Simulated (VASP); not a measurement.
# Te2Mo in VASP: notebook

The runs below take Te2Mo through single point, with LDA.

All numbers are computed with VASP 6.6.1; they aren't measurements. Logs are shortened: lines on timing, memory, paths and dates and some standing lists are left out, and cuts for length are marked.

## Step 1: The cell of the first run

The cell holds a slab with vacuum, 3 atoms: a = 3.560 Å, b = 3.560 Å, c = 17.524 Å, α = 90.00°, β = 90.00°, γ = 120.00°.

## Step 2: Single point, LDA (all Mo atoms moved -0.100 Å, as atom 3 along Cartesian [0 0 1])

Input file INCAR:

```
SYSTEM = Te2Mo
PREC = Accurate
ENCUT = 520
EDIFF = 1E-6
ISMEAR = 0
SIGMA = 0.05
LREAL = .False.
LASPH = .True.
NELM = 80
ALGO = Normal
ISIF = 2
LWAVE = .False.
LCHARG = .False.
NBANDS = 20
```

Input file KPOINTS:

```
regular mesh
0
Gamma
  12 12 2
  0 0 0
```

Input file POSCAR:

```
Te2Mo
1.0
    3.5602328140      0.0000000000      0.0000000000
   -1.7801164070      3.0832520603      0.0000000000
    0.0000000000      0.0000000000     17.5240578200
Te Mo
2 1
Direct
    0.3333333333      0.6666666667      0.8978554500
    0.3333333333      0.6666666667      0.1021445500
    0.0000000000      0.0000000000     -0.0057064409
```

Potentials or basis: VASP PAW LDA potentials, release 64 (Te, Mo_sv).

On the command line:

```
> cat potpaw_LDA.64/Te/POTCAR potpaw_LDA.64/Mo_sv/POTCAR > POTCAR
> mpirun -np 1 vasp_std > vasp.out
```

OUTCAR:

```text
SYSTEM = Te2Mo
   PREC = Accurate
   ENCUT = 520
   EDIFF = 1E-6
   ISMEAR = 0
   LREAL = .False.
   LASPH = .True.
   NELM = 80
   ISIF = 2

 ion  position               nearest neighbor table
   1  0.333  0.667  0.898-   3 2.66   3 2.66   3 2.66   2 3.58
   2  0.333  0.667  0.102-   3 2.79   3 2.79   3 2.79   1 3.58
   3  0.000  0.000  0.994-   1 2.66   1 2.66   1 2.66   2 2.79   2 2.79   2 2.79

  LATTYP: Found a hexagonal cell.
 ALAT       =     3.5602328140
 C/A-ratio  =     4.9221662558

  Lattice vectors:

 A1 = (   3.5602328140,   0.0000000000,   0.0000000000)
 A2 = (  -1.7801164070,   3.0832520603,   0.0000000000)
 A3 = (   0.0000000000,   0.0000000000,  17.5240578200)

Analysis of symmetry for initial positions (statically):
=====================================================================
 Subroutine PRICEL returns:
 Original cell was already a primitive cell.

 Routine SETGRP: Setting up the symmetry group for a
 hexagonal supercell.

 Subroutine GETGRP returns: Found  6 space group operations
 (whereof  6 operations were pure point group operations)
 out of a pool of 24 trial point group operations.

The static configuration has the point symmetry C_3v.

Analysis of symmetry for dynamics (positions and initial velocities):
=====================================================================
 Subroutine PRICEL returns:
 Original cell was already a primitive cell.

 Routine SETGRP: Setting up the symmetry group for a
 hexagonal supercell.

 Subroutine GETGRP returns: Found  6 space group operations
 (whereof  6 operations were pure point group operations)
 out of a pool of 24 trial point group operations.

The dynamic configuration has the point symmetry C_3v.

 Subroutine INISYM returns: Found  6 space group operations
 (whereof  6 operations are pure point group operations),
 and found     1 'primitive' translations

----------------------------------------------------------------------------------------

                                     Primitive cell

  volume of cell :     192.3633

  direct lattice vectors                    reciprocal lattice vectors
     3.560232814  0.000000000  0.000000000     0.280880508  0.162166437  0.000000000
    -1.780116407  3.083252060  0.000000000     0.000000000  0.324332873  0.000000000
     0.000000000  0.000000000 17.524057820     0.000000000  0.000000000  0.057064409

  length of vectors
     3.560232814  3.560232814 17.524057820     0.324332873  0.324332873  0.057064409

[... 81 lines left out ...]
   NELM   =     80;   NELMIN=  2; NELMDL= -5     # of ELM steps
   EDIFF  = 0.1E-05   stopping-criterion for ELM
   LREAL  =      F    real-space projection
   EDIFFG = 0.1E-04   stopping-criterion for IOM
   NSW    =      0    number of steps for IOM
   IBRION =     -1    ionic relax: 0-MD 1-quasi-New 2-CG
   NFREE  =      0    steps in history (QN), initial steepest desc. (CG)
   ISIF   =      2    stress and relaxation
   ISYM   =      2    0-nonsym 1-usesym 2-fastsym
   POTIM  = 0.5000    time-step for ionic-motion
   TEBEG  =    0.0;   TEEND  =   0.0 temperature during run
   PSTRESS=    0.0 pullay stress
   NELECT =      26.0000    total number of electrons
   NUPDOWN=      -1.0000    fix difference up-down
   EMIN   =  10.00;   EMAX   =-10.00  energy-range for DOS
   EFERMI =   0.00;   METHOD = LEGACY
   ISMEAR =     0;   SIGMA  =   0.05  broadening in eV -4-tet -1-fermi 0-gaus
   EFERMI_NEDOS =   21; number of points for ismear=-14 and -15
   IALGO  =     38    algorithm
   IMIX   =      4    mixing-type and parameters
     AMIX     =   0.40;   BMIX     =  1.00
     AMIX_MAG =   1.60;   BMIX_MAG =  1.00
  volume/ion in A,a.u.               =      64.12       432.71
  Fermi-wavevector in a.u.,A,eV,Ry     =   0.840153  1.587660  9.603777  0.705858
  Thomas-Fermi vector in A             =   1.954489
   LORBIT       =      0    0 simple, 1 ext, 2 COOP (PROOUT), +10 PAW based schemes
   GGA     = CA    functional components
   LHFCALC =     F    Hartree Fock is set to
   AEXX    =    0.0000 exact exchange contribution
   IVDW    =     0    specifies the selected vdW correction
   LEPSILON=     F    determine dielectric tensor
   LRPA    =     F    only Hartree local field effects (RPA)
 non-spin polarized calculation
 Gauss-broadening in eV      SIGMA  =   0.05
  energy-cutoff  :      520.00
  volume of cell :      192.36
 maximum number of plane-waves:      5262
 NGX is ok and might be reduce to    28
   NGX = 13   NGY = 13   NGZ = 65

 number of electron      25.9999996 magnetization

 Free energy of the ion-electron system (eV)
  ---------------------------------------------------
  ext. energy  EPLUGINS =         0.00000000
  ---------------------------------------------------
  free energy    TOTEN  =       -20.30820463 eV

  energy without entropy =      -20.30820463  energy(sigma->0) =      -20.30820463

 E-fermi :   0.2122     XC(G=0):  -4.8291

 val. band max:       -0.1799131710   @ k =   0.3333   0.3333   0.5000
 cond. band min:       0.8738038692   @ k =   0.3333   0.3333   0.0000
 fundamental gap:      1.0537170403
 Fermi energy:         0.2122306768

 k-point     1 :       0.0000    0.0000    0.0000
  band No.  band energies     occupation
      1     -60.4424      2.00000
      2     -34.7803      2.00000
      3     -34.6749      2.00000
      4     -34.6749      2.00000
      5     -12.6799      2.00000
      6     -11.7016      2.00000
[... 541 lines left out ...]
     19       5.8046      0.00000
     20       5.9978      0.00000

 [... further k-points ...]

------------------------ aborting loop because EDIFF is reached ----------------------------------------

  FORCE on cell =-STRESS in cart. coord.  units (eV):
  Direction    XX          YY          ZZ          XY          YZ          ZX
  --------------------------------------------------------------------------------------
  -------------------------------------------------------------------------------------
  Total       -2.1240788     -2.1240788     -1.0472790      0.0000000     -0.0000000      0.0000000
  in kB      -17.6912738    -17.6912738     -8.7226989      0.0000000     -0.0000000      0.0000000
  external PRESSURE =     -14.7017488 kB  Pullay stress =       0.0000000 kB

 VOLUME and BASIS-vectors are now :
 -----------------------------------------------------------------------------
  energy-cutoff  :      520.00
  volume of cell :      192.36
      direct lattice vectors                 reciprocal lattice vectors
     3.560232814  0.000000000  0.000000000     0.280880508  0.162166437  0.000000000
    -1.780116407  3.083252060  0.000000000     0.000000000  0.324332873  0.000000000
     0.000000000  0.000000000 17.524057820     0.000000000  0.000000000  0.057064409

 POSITION                                       TOTAL-FORCE (eV/Angst)
 -----------------------------------------------------------------------------------
     -0.00000      2.05550     15.73407        -0.000000     -0.000000     -0.809890
     -0.00000      2.05550      1.78999         0.000000      0.000000     -1.271666
      0.00000      0.00000     17.42406        -0.000000      0.000000      2.081556
 -----------------------------------------------------------------------------------
    total drift:                                0.000000     -0.000000     -0.000291

  FREE ENERGIE OF THE ION-ELECTRON SYSTEM (eV)
  ---------------------------------------------------
  free  energy   TOTEN  =       -20.3082046305 eV

  energy  without entropy=      -20.3082046305  energy(sigma->0) =      -20.30820463
```

Run time: 2.5 min. Hardware: 1 thread of Intel Xeon 6975P-C (Granite Rapids), shared host; peak memory 0.35 GiB.

Results:

| Property | Result |
| --- | --- |
| Free energy | -20.3082 eV |
| Largest force | 2.082 eV/Å |
| Band gap on the k mesh | 1.05 eV |

Forces on the atoms (eV/Å):
```
Te   0.000  0.000 -0.810
Te   0.000  0.000 -1.272
Mo   0.000  0.000  2.082
```

Levels at points of the mesh, in eV from the valence-band top:
```tsv
k point	band 11	band 12	band 13	band 14	band 15	band 16
(0.00, 0.00, 0.00)	-0.82	-0.82	-0.21	2.97	2.97	3.56
(0.50, 0.00, 0.00)	-1.49	-0.60	-0.27	1.41	1.75	3.24
(0.00, 0.00, 0.50)	-0.82	-0.82	-0.21	2.97	2.97	3.56
(0.50, 0.00, 0.50)	-1.49	-0.60	-0.27	1.41	1.75	3.24
```

Caveat: the cell differs from its parent crystal (all Mo atoms moved -0.100 Å, as atom 3 along Cartesian [0 0 1]); spin-orbit coupling is left out, which moves the levels of the heavy elements.

## Step 3: Single point, LDA (all Mo atoms moved +0.050 Å, as atom 3 along Cartesian [0 0 1])

Input file INCAR:

```
SYSTEM = Te2Mo
  PREC = Accurate
  ENCUT = 520
  EDIFF = 1E-6
  ISMEAR = 0
  SIGMA = 0.05
  LREAL = .FALSE.
  LASPH = .TRUE.
  NELM = 60
  ALGO = Normal
  ISIF = 2
  LWAVE = .FALSE.
  LCHARG = .FALSE.
  GGA = CA
  NBANDS = 20
```

Input file KPOINTS:

```
regular mesh
0
G
  12 12 2
  0 0 0
```

Edit POSCAR of step 2 so:

```diff
@@ -10,2 +10,2 @@
     0.3333333333      0.6666666667      0.1021445500
-    0.0000000000      0.0000000000     -0.0057064409
+    0.0000000000      0.0000000000      0.0028532204
```

Potentials or basis: VASP PAW LDA potentials, release 64 (Te, Mo_sv).

On the command line:

```
> cat potpaw_LDA.64/Te/POTCAR potpaw_LDA.64/Mo_sv/POTCAR > POTCAR
> mpirun -np 1 vasp_std > vasp.out
```

Run time: 2.4 min. Hardware: 1 thread of Intel Xeon 6975P-C (Granite Rapids), shared host; peak memory 0.34 GiB.

Results (log left out):

| Item | Value |
| --- | --- |
| Free energy | -20.3863 eV |
| Largest force | 1.041 eV/Å |
| Band gap on the k mesh | 1.05 eV |

Forces on the atoms (eV/Å):
```
Te   0.000  0.000  0.856
Te   0.000  0.000  0.185
Mo   0.000  0.000 -1.041
```

Levels at points of the mesh, in eV from the valence-band top:
```
           k point  band 9  band 10  band 11  band 12  band 13  band 14  band 15  band 16  band 17  band 18
(0.00, 0.00, 0.00)   -1.70    -1.61    -0.87    -0.87    -0.33     3.03     3.03     3.42     3.42     4.37
(0.50, 0.00, 0.00)   -3.25    -2.28    -1.51    -0.66    -0.31     1.39     1.74     3.29     3.73     3.97
(0.00, 0.00, 0.50)   -1.70    -1.61    -0.87    -0.87    -0.33     3.03     3.03     3.42     3.42     4.46
(0.50, 0.00, 0.50)   -3.25    -2.28    -1.51    -0.66    -0.31     1.39     1.74     3.29     3.73     3.97
```

Caveat: the cell differs from its parent crystal (all Mo atoms moved +0.050 Å, as atom 3 along Cartesian [0 0 1]); spin-orbit coupling is left out, which moves the levels of the heavy elements.

## Step 4: Single point, LDA (all Mo atoms moved +0.125 Å, as atom 3 along Cartesian [0 0 1])

Input file INCAR:

```
PREC = Accurate ; ENCUT = 520
EDIFF = 1E-6 ; ISMEAR = 0
SIGMA = 0.05 ; LREAL = False
LASPH = True ; NELM = 80
ALGO = Normal ; ISIF = 2
LWAVE = False ; LCHARG = True
LELF = True ; LVHAR = True
NBANDS = 20
```

Input file KPOINTS:

```
Automatic mesh
0
Gamma
  12 12 2
```

Edit POSCAR of step 3 so:

```diff
@@ -10,2 +10,2 @@
     0.3333333333      0.6666666667      0.1021445500
-    0.0000000000      0.0000000000      0.0028532204
+    0.0000000000      0.0000000000      0.0071330511
```

On the command line:

```
> cat potpaw_LDA.64/Te/POTCAR potpaw_LDA.64/Mo_sv/POTCAR > POTCAR
> mpirun -np 1 vasp_std > vasp.out
```

Wall time 2.6 min (1 thread of Intel Xeon 6975P-C (Granite Rapids), shared host); peak memory 0.34 GiB.

It converged, with:

```yaml
Free_energy: -20.2497 eV
Largest_force: 2.601 eV/Å
Band_gap_on_the_k_mesh: 1.06 eV
```

Forces in eV/Å, atoms in the order of the input:
```
Te   0.000  0.000  1.454
Te   0.000  0.000  1.146
Mo   0.000  0.000 -2.601
```

Levels at points of the mesh, in eV from the valence-band top:
```tsv
k point	band 10	band 11	band 12	band 13	band 14	band 15	band 16	band 17
(0.00, 0.00, 0.00)	-1.67	-0.78	-0.78	-0.12	2.94	2.94	3.65	3.65
(0.50, 0.00, 0.00)	-2.26	-1.48	-0.56	-0.25	1.42	1.76	3.21	3.79
(0.00, 0.00, 0.50)	-1.67	-0.78	-0.78	-0.12	2.94	2.94	3.65	3.65
(0.50, 0.00, 0.50)	-2.26	-1.48	-0.56	-0.25	1.42	1.76	3.21	3.79
```

Caveat: the cell differs from its parent crystal (all Mo atoms moved +0.125 Å, as atom 3 along Cartesian [0 0 1]); spin-orbit coupling is left out, which moves the levels of the heavy elements.

## Step 5: Summary

| cell | gap on the mesh (eV) | largest force (eV/Å) |
| --- | --- | --- |
| as given, atomic positions A | 1.05 | 2.08 |
| as given, atomic positions B | 1.05 | 1.04 |
| as given, atomic positions C | 1.06 | 2.60 |

Alike in all rows: task single point; level LDA; potentials or basis VASP PAW LDA potentials, release 64 (Te, Mo_sv); no spin polarisation; k mesh 12 × 12 × 2; cutoff (eV) 520; smearing gaussian 0.05 eV.

Caveats: spin-orbit coupling is left out, which moves the levels of the heavy elements.

Total energies depend on the potentials used, so only differences within one code and one set of settings carry meaning.
